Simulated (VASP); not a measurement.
The system is P.

```
P
1.0
     0.00000    2.73910    2.73910
     2.73910    0.00000    2.73910
     2.73910    2.73910    0.00000
P
2
Direct
  0.12500 0.12500 0.12500
  0.87500 0.87500 0.87500
```

```yaml
Program: VASP 6.6.1
Task: relaxation of cell and atoms
Functional: PBEsol
Potentials_or_basis: VASP PAW PBE potentials, release 64 (P)
Cutoff: 600 eV
k_mesh: 10 × 10 × 10
Occupations: fermi-dirac, width 0.1 eV
Spin: no spin polarisation
```

At the start: pressure -2.5 GPa; volume 20.55 Å³/atom.

Problem. How do energy, volume and symmetry change on relaxing?

Solution. Over 3 steps the energy falls by 9.2 meV/atom and the volume is 19.44 Å³/atom (-5.4 %); space group Fd-3m (No. 227, to 0.05 Å).

The path:
```tsv
step	energy change (eV)	largest force (eV/Å)	pressure (GPa)	volume (Å³)
1	0.0000	0.0000	-2.53	41.10
2	-0.0180	0.0000	-0.41	39.20
3	-0.0184	0.0000	-0.01	38.89
```

Final structure:
```yaml
crystal:
  lattice:
    - [0.00000, 2.68900, 2.68900]
    - [2.68900, 0.00000, 2.68900]
    - [2.68900, 2.68900, 0.00000]
  atoms:
    - { symbol: P, position: [0.12500, 0.12500, 0.12500] }
    - { symbol: P, position: [0.87500, 0.87500, 0.87500] }
```

Caveat: the PAW data sets were made with another functional, which shifts forces and pressure a little.
